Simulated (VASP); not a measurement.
# AlN (P6_3mc) in VASP: further runs, part 2 of 2

VASP 6.6.1. The steps go on from the part before.

## (3) Single point, HSE06

This run uses another cell than the first one, of 10.37 Å³/atom.

POSCAR reads:

```
AlN
1.0
    3.1050072648      0.0000000000      0.0000000000
   -1.5525036324      2.6890151702      0.0000000000
    0.0000000000      0.0000000000      4.9684807008
Al N
2 2
Direct
    0.3333333333      0.6666666667     -0.0035060248
    0.6666666667      0.3333333333      0.4964939752
    0.3333333333      0.6666666667      0.3785060248
    0.6666666667      0.3333333333      0.8785060248
```

INCAR.step1 reads:

```
SYSTEM = AlN
PREC = Accurate
ENCUT = 520
EDIFF = 1E-5
ISMEAR = -1
SIGMA = 0.02
LREAL = .FALSE.
LASPH = .TRUE.
NELM = 80
ALGO = Normal
ISIF = 2
LWAVE = .TRUE.
LCHARG = .FALSE.
NBANDS = 16
GGA = PE
```

INCAR.step2 reads:

```
SYSTEM = AlN
PREC = Accurate
ENCUT = 520
EDIFF = 1E-6
ISMEAR = -1
SIGMA = 0.02
LREAL = .FALSE.
LASPH = .TRUE.
NELM = 80
ALGO = Normal
ISIF = 2
LWAVE = .FALSE.
LCHARG = .FALSE.
GGA = PE
LHFCALC = .TRUE.
HFSCREEN = 0.2079
PRECFOCK = Normal
NBANDS = 16
ISTART = 1
```

KPOINTS reads:

```
Automatic mesh
0
G
  6 6 4
  0 0 0
```

Potentials or basis: VASP PAW PBE potentials, release 64 (Al, N).

Command:

```bash
> cat potpaw_PBE.64/Al/POTCAR potpaw_PBE.64/N/POTCAR > POTCAR
> cp INCAR.step1 INCAR
> mpirun -np 1 vasp_std > vasp.out
> cp INCAR.step2 INCAR
> mpirun -np 1 vasp_std > vasp.out
```

OUTCAR:

```text
SYSTEM = AlN
   PREC = Accurate
   ENCUT = 520
   EDIFF = 1E-6
   ISMEAR = -1
   LREAL = .FALSE.
   LASPH = .TRUE.
   NELM = 80
   ISIF = 2
   GGA = PE
   LHFCALC = .TRUE.
   HFSCREEN = 0.2079
   PRECFOCK = Normal
   ISTART = 1

 ion  position               nearest neighbor table
   1  0.333  0.667  0.996-   4 1.89   4 1.89   4 1.89   3 1.90   2 3.06   2 3.06   2 3.06   2 3.06
                             2 3.06   2 3.06
   2  0.667  0.333  0.496-   3 1.89   3 1.89   3 1.89   4 1.90   1 3.06   1 3.06   1 3.06   1 3.06
                             1 3.06   1 3.06
   3  0.333  0.667  0.379-   2 1.89   2 1.89   2 1.89   1 1.90
   4  0.667  0.333  0.879-   1 1.89   1 1.89   1 1.89   2 1.90

  LATTYP: Found a hexagonal cell.
 ALAT       =     3.1050072648
 C/A-ratio  =     1.6001510712

  Lattice vectors:

 A1 = (   3.1050072648,   0.0000000000,   0.0000000000)
 A2 = (  -1.5525036324,   2.6890151702,   0.0000000000)
 A3 = (   0.0000000000,   0.0000000000,   4.9684807008)

Analysis of symmetry for initial positions (statically):
[... 185 lines left out ...]
 val. band max:        5.3179851843   @ k =   0.0000   0.0000   0.0000
 cond. band min:      10.9305452032   @ k =   0.0000   0.0000   0.0000
 fundamental gap:      5.6125600189
 Fermi energy:         5.8044199081

 k-point     1 :       0.0000    0.0000    0.0000
  band No.  band energies     occupation
      1     -11.4369      2.00000
      2      -9.1237      2.00000
      3      -1.2259      2.00000
      4       4.3419      2.00000
      5       4.3419      2.00000
      6       5.0701      2.00000
[... 376 lines left out ...]
      3       0.0309      2.00000
      4       0.0309      2.00000
      5       1.1088      2.00000
      6       1.1088      2.00000
[... 8 lines left out ...]
     15      20.8684      0.00000
     16      20.8684      0.00000

------------------------ aborting loop because EDIFF is reached ----------------------------------------

  FORCE on cell =-STRESS in cart. coord.  units (eV):
  Direction    XX          YY          ZZ          XY          YZ          ZX
  --------------------------------------------------------------------------------------
  -------------------------------------------------------------------------------------
  Total       -0.0526304     -0.0526304     -0.0149716      0.0000000      0.0000000      0.0000000
  in kB       -2.0326733     -2.0326733     -0.5782296      0.0000000      0.0000000      0.0000000
  external PRESSURE =      -1.5478587 kB  Pullay stress =       0.0000000 kB

 VOLUME and BASIS-vectors are now :
 -----------------------------------------------------------------------------
  energy-cutoff  :      520.00
  volume of cell :       41.48
      direct lattice vectors                 reciprocal lattice vectors
     3.105007265  0.000000000  0.000000000     0.322060438  0.185941681  0.000000000
    -1.552503632  2.689015170  0.000000000     0.000000000  0.371883361  0.000000000
     0.000000000  0.000000000  4.968480701     0.000000000  0.000000000  0.201268770

 POSITION                                       TOTAL-FORCE (eV/Angst)
 -----------------------------------------------------------------------------------
     -0.00000      1.79268      4.95106         0.000000     -0.000000      0.000907
      1.55250      0.89634      2.46682        -0.000000     -0.000000      0.000907
     -0.00000      1.79268      1.88060        -0.000000      0.000000     -0.000907
      1.55250      0.89634      4.36484         0.000000     -0.000000     -0.000907
 -----------------------------------------------------------------------------------
    total drift:                               -0.000000      0.000000     -0.000519

  FREE ENERGIE OF THE ION-ELECTRON SYSTEM (eV)
  ---------------------------------------------------
  free  energy   TOTEN  =       -34.8950224062 eV

  energy  without entropy=      -34.8950224062  energy(sigma->0) =      -34.89502241
```

OSZICAR.step1:

```text
N       E                     dE             d eps       ncg     rms          rms(c)
DAV:   1     0.422634991122E+02    0.42263E+02   -0.74022E+03   672   0.898E+02
DAV:   2    -0.309678818266E+02   -0.73231E+02   -0.67368E+02   928   0.188E+02
DAV:   3    -0.345164288717E+02   -0.35485E+01   -0.35405E+01   840   0.436E+01
DAV:   4    -0.345379834019E+02   -0.21555E-01   -0.21554E-01   824   0.380E+00
DAV:   5    -0.345382706387E+02   -0.28724E-03   -0.28724E-03   864   0.441E-01    0.122E+01
DAV:   6    -0.297513976383E+02    0.47869E+01   -0.10662E+01   792   0.237E+01    0.418E+00
DAV:   7    -0.297744147445E+02   -0.23017E-01   -0.69255E-01   736   0.585E+00    0.296E+00
DAV:   8    -0.297670917395E+02    0.73230E-02   -0.59757E-02   752   0.225E+00    0.582E-01
DAV:   9    -0.297621324143E+02    0.49593E-02   -0.12217E-02   864   0.815E-01    0.245E-01
DAV:  10    -0.297627530157E+02   -0.62060E-03   -0.22346E-03   704   0.297E-01    0.131E-01
DAV:  11    -0.297626728413E+02    0.80174E-04   -0.17451E-04   792   0.101E-01    0.324E-02
DAV:  12    -0.297626759353E+02   -0.30940E-05   -0.11031E-05   616   0.271E-02
   1 F= -.29762676E+02 E0= -.29762676E+02  d E =-.266618E-12
```

Run time: 25 min. Hardware: 1 thread of AMD EPYC 7R43 (Zen 3), shared host; peak memory 0.23 GiB.

What came out:

```yaml
Free_energy: -34.8950 eV
Pressure: -0.2 GPa
Band_gap_on_the_k_mesh: 5.61 eV
```

Stress tensor (GPa, compression positive):
```
-0.20  0.00  0.00
 0.00 -0.20  0.00
 0.00  0.00 -0.06
```

Levels at points of the mesh, in eV from the valence-band top:
| k point | band 4 | band 5 | band 6 | band 7 | band 8 | band 9 | band 10 | band 11 | band 12 | band 13 |
| --- | --- | --- | --- | --- | --- | --- | --- | --- | --- | --- |
| (0.00, 0.00, 0.00) | -0.98 | -0.98 | -0.25 | -0.25 | 0.00 | 5.61 | 8.17 | 12.52 | 12.80 | 12.80 |
| (0.50, 0.00, 0.00) | -4.56 | -3.66 | -2.33 | -1.91 | -0.78 | 7.18 | 7.18 | 9.77 | 12.11 | 12.53 |
| (0.00, 0.00, 0.50) | -3.61 | -0.62 | -0.62 | -0.62 | -0.62 | 7.99 | 7.99 | 12.05 | 12.05 | 13.12 |
| (0.50, 0.00, 0.50) | -6.12 | -1.63 | -1.63 | -1.50 | -1.50 | 6.67 | 6.67 | 10.82 | 10.82 | 13.84 |

Caveat: the PAW data sets were made with another functional, which shifts forces and pressure a little.

## (4) Single point, HSE06

POSCAR reads:

```
AlN
1.0
    3.1066937601      0.0000000000      0.0000000000
   -1.5533468801      2.6904757181      0.0000000000
    0.0000000000      0.0000000000      4.9785915499
Al N
2 2
Direct
    0.3333333333      0.6666666667     -0.0032954728
    0.6666666667      0.3333333333      0.4967045272
    0.3333333333      0.6666666667      0.3782954728
    0.6666666667      0.3333333333      0.8782954728
```

INCAR.step1 reads:

```
SYSTEM = AlN
ALGO = Normal
EDIFF = 1E-5
ENCUT = 520
GGA = PE
ISIF = 2
ISMEAR = 0
LASPH = .True.
LREAL = .False.
LWAVE = .True.
NBANDS = 16
NELM = 80
PREC = Accurate
SIGMA = 0.01
```

INCAR.step2 reads:

```
SYSTEM = AlN
ALGO = Normal
EDIFF = 1E-6
ENCUT = 520
GGA = PE
HFSCREEN = 0.2079
ISIF = 2
ISMEAR = 0
ISTART = 1
LASPH = .True.
LCHARG = .True.
LELF = .True.
LHFCALC = .True.
LREAL = .False.
LVHAR = .True.
LWAVE = .False.
NBANDS = 16
NELM = 80
PREC = Accurate
PRECFOCK = Normal
SIGMA = 0.01
```

KPOINTS reads:

```
k-points
0
Gamma
  6 6 4
  0 0 0
```

Command:

```bash
> cat potpaw_PBE.64/Al/POTCAR potpaw_PBE.64/N/POTCAR > POTCAR
> cp INCAR.step1 INCAR
> mpirun -np 1 vasp_std > vasp.out
> cp INCAR.step2 INCAR
> mpirun -np 1 vasp_std > vasp.out
```

Wall time 39 min (1 thread of Intel Xeon 8259CL, shared host); peak memory 0.27 GiB.

Results (log left out):

| Property | Result |
| --- | --- |
| Free energy | -34.8947 eV |
| Pressure | -0.8 GPa |
| Largest force | 0.008 eV/Å |
| Band gap on the k mesh | 5.59 eV |

Forces on the atoms (eV/Å):
```
Al   0.000  0.000 -0.008
Al   0.000  0.000 -0.008
N    0.000  0.000  0.008
N    0.000  0.000  0.008
```

Stress tensor (GPa, compression positive):
```
-0.75  0.00  0.00
 0.00 -0.75  0.00
 0.00  0.00 -0.90
```

Levels at points of the mesh, in eV from the valence-band top:
| k point | band 5 | band 6 | band 7 | band 8 | band 9 | band 10 | band 11 | band 12 |
| --- | --- | --- | --- | --- | --- | --- | --- | --- |
| (0.00, 0.00, 0.00) | -0.95 | -0.23 | -0.23 | 0.00 | 5.59 | 8.17 | 12.49 | 12.80 |
| (0.50, 0.00, 0.00) | -3.65 | -2.30 | -1.90 | -0.77 | 7.17 | 7.19 | 9.75 | 12.10 |
| (0.00, 0.00, 0.50) | -0.60 | -0.60 | -0.60 | -0.60 | 7.98 | 7.98 | 12.03 | 12.03 |
| (0.50, 0.00, 0.50) | -1.61 | -1.61 | -1.49 | -1.49 | 6.66 | 6.66 | 10.81 | 10.81 |

Caveat: the PAW data sets were made with another functional, which shifts forces and pressure a little.

## (5) Overview

| level | cell | smearing | share of exact exchange | screening parameter | gap on the mesh (eV) | pressure (GPa) | largest force (eV/Å) |
| --- | --- | --- | --- | --- | --- | --- | --- |
| HF | a = 3.107, b = 3.107, c = 4.979 Å, angles 90.0, 90.0, 120.0°, 4 atoms | gaussian 0.01 eV | 1 | - | 12.37 | -1.8 | 0.04 |
| HSE06 | a = 3.105, b = 3.105, c = 4.968 Å, angles 90.0, 90.0, 120.0°, 4 atoms | fermi-dirac 0.02 eV | 0.25 | 0.2079 1/Å | 5.61 | -0.2 | - |
| HSE06 | a = 3.107, b = 3.107, c = 4.979 Å, angles 90.0, 90.0, 120.0°, 4 atoms | gaussian 0.01 eV | 0.25 | 0.2079 1/Å | 5.59 | -0.8 | 0.01 |

Alike in all rows: task single point; potentials or basis VASP PAW PBE potentials, release 64 (Al, N); no spin polarisation; k mesh 6 × 6 × 4; cutoff (eV) 520.

Caveats: the PAW data sets were made with another functional, which shifts forces and pressure a little.

Absolute energies hang on the potentials; compare differences alone.
